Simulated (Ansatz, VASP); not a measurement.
# IrO in VASP and in Ansatz

```
Ir O
1.0
     2.74815    0.00000    0.00000
     0.00000    2.74815    0.00000
     0.00000    0.00000    5.49629
Ir O
2 2
Direct
  0.00000 0.00000 0.00000
  0.00000 0.00000 0.50000
  0.50000 0.50000 0.25000
  0.50000 0.50000 0.75000
```

Alike in both runs: task single point; functional r2SCAN; k mesh 16 × 16 × 8; occupations gaussian, width 0.1 eV; collinear spin.

|  | VASP | Ansatz |
| --- | --- | --- |
| version | VASP 6.6.1 | Ansatz 0.2.0 |
| potentials or method | VASP PAW PBE potentials, release 64 (Ir, O), cutoff 520 eV | scalar-relativistic, plane waves, PAW |
| valence electrons in the cell | 30 | 46 |

```csv
,VASP,Ansatz,Ansatz less VASP
gap on the k mesh at the Fermi level (eV),none,none,-
pressure (GPa),14.4,16.8,+2.33
net moment per atom (μB),0.00,0.00,0.000
size of the moment on the site where the two differ most (μB),0.00,1.04,+1.038
```

VASP's potentials were made for PBE, not for r2SCAN. Site moments also hang on the region over which each program counts them. A gap of «none» marks a metal or a gap that the smearing closes. VASP's potentials hold 30 valence electrons a cell and Ansatz's 46, so a difference there can come from the potentials and not from the codes. Ansatz's warnings: stability check not made.

Spin-orbit coupling is off throughout.
